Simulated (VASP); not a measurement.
Runs of VASP 6.6.1 on CsCl. The structure is that of space group Pm-3m (No. 221), or close to it. The cells are those of the table. 

```csv
task,level,spin,cell,cutoff (eV),gap on the mesh (eV),pressure (GPa),moment (μB)
single point,PBE,off,"a = 4.123 Å, 2 atoms",500,5.26,1.0,-
electric field gradients,PBE,off,"a = 4.088 Å, 2 atoms",400,(a),1.6,-
electric field gradients,PBE,off,"a = 4.191 Å, 2 atoms",400,5.04,0.2,-
electric field gradients,PBEsol,off,"a = 4.123 Å, 2 atoms",400,(b),-0.6,-
electric field gradients,r2SCAN,off,"a = 4.123 Å, 2 atoms",440,5.90,0.2,-
single point,PBE,"non-collinear, zero start, SOC","a = 4.123 Å, 2 atoms",500,-,1.0,0.00
electric field gradients,PBE,"non-collinear, zero start, SOC","a = 4.123 Å, 2 atoms",400,-,1.0,0.00
single point,PBE,off,"a = 4.191 Å, 2 atoms",500,5.04,0.2,-
single point,PBE,off,"a = 4.092, b = 4.092, c = 4.185 Å, 2 atoms",500,5.22,1.0,-
single point,PBE+D3(BJ),off,"a = 4.123 Å, 2 atoms",500,5.26,0.1,-
single point,PBE,off,"a = 4.123 Å, angles 90.0, 90.0, 89.4°, 2 atoms",500,5.26,1.0,-
```

Alike in all rows: potentials or basis VASP PAW PBE potentials, release 64 (Cs_sv, Cl); k mesh 6 × 6 × 6; smearing fermi-dirac 0.03 eV.

Problem. Estimate the missing entries.

Solution. (a) 5.37; (b) 5.05.

Caveats: spin-orbit coupling is left out, which moves the levels of the heavy elements (some runs); the PAW data sets were made with another functional, which shifts forces and pressure a little (some runs).

A k mesh can miss the band edges, and rows without SOC leave out spin-orbit coupling on Cs.
